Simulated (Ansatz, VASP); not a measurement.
# Two plane-wave programs on Si3N4

```
Si N
1.0
     0.00000    3.89462    3.89462
     3.89462    0.00000    3.89462
     3.89462    3.89462    0.00000
Si N
6 8
Direct
  0.12500 0.12500 0.62500
  0.12500 0.62500 0.12500
  0.62500 0.12500 0.12500
  0.12500 0.12500 0.12500
  0.75000 0.75000 0.75000
  0.50000 0.50000 0.50000
  0.36754 0.36754 0.36754
  0.35263 0.88246 0.88246
  0.88246 0.88246 0.35263
  0.88246 0.35263 0.88246
  0.36754 0.36754 0.89737
  0.36754 0.89737 0.36754
  0.88246 0.88246 0.88246
  0.89737 0.36754 0.36754
```

Alike in both runs: functional PBE; k mesh 6 × 6 × 6; occupations gaussian, width 0.02 eV; no spin polarisation.

Ansatz relaxed the structure, and its values are those at the end. VASP's run is a single point on that final structure, the one shown.

|  | VASP | Ansatz |
| --- | --- | --- |
| version | VASP 6.6.1 | Ansatz 0.2.0 |
| potentials or method | VASP PAW PBE potentials, release 64 (Si, N), cutoff 520 eV | scalar-relativistic, plane waves, PAW |
| valence electrons in the cell | 64 | 64 |

Ansatz gave:

```
gap on the k mesh at the Fermi level (eV) : 3.34
least direct gap on the mesh (eV)         : 3.38
pressure (GPa)                            : 0.0
rms of the force components (eV/Å)        : 0.000
```

Q: What did VASP give for the same quantities?

A: gap on the k mesh at the Fermi level (eV): 3.33; least direct gap on the mesh (eV): 3.37; pressure (GPa): -0.2; rms of the force components (eV/Å): 0.003.
